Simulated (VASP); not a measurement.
A run of VASP 6.6.1:

The input INCAR:

```
ALGO     = Normal         # electronic algorithm
EDIFF    = 1E-6           # SCF threshold, eV
ENCUT    = 520            # plane-wave cutoff, eV
GGA      = PE             # functional
ISIF     = 2              # what is computed and relaxed
ISMEAR   = -1             # smearing method
LASPH    = T              # aspherical terms in the spheres
LCHARG   = F              # write CHGCAR
LREAL    = F              # projectors in reciprocal space
LWAVE    = F              # write WAVECAR
NBANDS   = 19             # bands
NELM     = 100            # most SCF steps
PREC     = Accurate       # precision mode
SIGMA    = 0.08           # smearing width, eV
```

KPOINTS

```
k-points
0
Gamma
  16 16 9
```

The input POSCAR:

```
Zr
1.0
    2.6075071723      0.0000000000      0.0000000000
   -1.3037535862      2.2581674518      0.0000000000
    0.0000000000      0.0000000000      4.6901375920
Zr
2
Direct
    0.3333333333      0.6666666667      0.2500000000
    0.6666666667      0.3333333333      0.7500000000
```

Potentials or basis: VASP PAW PBE potentials, release 64 (Zr_sv).

Launch:

```console
$ cat potpaw_PBE.64/Zr_sv/POTCAR > POTCAR
$ mpirun -np 1 vasp_std > vasp.out
```

Hardware: 1 thread of AMD EPYC 7R13, on a shared host.

Problem. Estimate the wall time of this run.

Solution. It took 120 s on 1 thread of AMD EPYC 7R13, on a shared host, peak memory 0.16 GiB. Counts: scf iterations 11, k points 150.
